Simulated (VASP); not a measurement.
Wanted: the native input for a VASP 6.6.1 run.

| Item | Value |
| --- | --- |
| Task | single point |
| Functional | r2SCAN |
| Potentials or basis | VASP PAW PBE potentials, release 64 (Se) |
| Cutoff | 520 eV |
| k mesh | 12 × 12 × 6 |
| Occupations | gaussian, width 0.01 eV |
| Spin | no spin polarisation |
| Dipole correction | no |
| Further INCAR settings | ALGO = Normal; EDIFF = 1e-06; NBANDS = 16 |

Se:

```
CELL_PARAMETERS angstrom
4.29264 0.00000 0.00000
-2.14632 3.71754 0.00000
0.00000 0.00000 5.04086
ATOMIC_POSITIONS crystal
Se 0.22847 0.00000 0.33333
Se 0.00000 0.22847 0.66667
Se 0.77153 0.77153 0.00000
```

These files were run (other wordings do the same):

POSCAR

```
Se
1.0
    4.2926441753      0.0000000000      0.0000000000
   -2.1463220877      3.7175389052      0.0000000000
    0.0000000000      0.0000000000      5.0408601212
Se
3
Direct
    0.2284678487      0.0000000000      0.3333333333
    0.0000000000      0.2284678487      0.6666666667
    0.7715321513      0.7715321513      0.0000000000
```

INCAR.step1

```
SYSTEM = Se
ALGO = Normal
EDIFF = 1E-4
ENCUT = 520
GGA = PE
ISMEAR = 0
LASPH = .TRUE.
LCHARG = .FALSE.
LREAL = .FALSE.
LWAVE = .TRUE.
NBANDS = 16
NELM = 100
PREC = Accurate
SIGMA = 0.01
```

INCAR.step2

```
SYSTEM = Se
ALGO = Normal
EDIFF = 1E-6
ENCUT = 520
ISIF = 2
ISMEAR = 0
ISTART = 1
LASPH = .TRUE.
LCHARG = .FALSE.
LMIXTAU = .TRUE.
LREAL = .FALSE.
LWAVE = .FALSE.
METAGGA = R2SCAN
NBANDS = 16
NELM = 100
PREC = Accurate
SIGMA = 0.01
```

KPOINTS

```
k-points
0
G
  12 12 6
  0 0 0
```

Potentials or basis: VASP PAW PBE potentials, release 64 (Se).

Run with:

```console
$ cat potpaw_PBE.64/Se/POTCAR > POTCAR
$ cp INCAR.step1 INCAR
$ mpirun -np 1 vasp_std > vasp.out
$ cp INCAR.step2 INCAR
$ mpirun -np 1 vasp_std > vasp.out
```

It gave:

The pressure is 0.8 GPa, the largest force is 0.040 eV/Å and the band gap on the k mesh is 1.05 eV (least direct gap 1.23 eV).

Caveat: the PAW data sets were made with another functional, which shifts forces and pressure a little.

Wall time 9.1 min on 1 thread of Intel Xeon 8259CL, with other jobs on the host, peak memory 0.27 GiB.
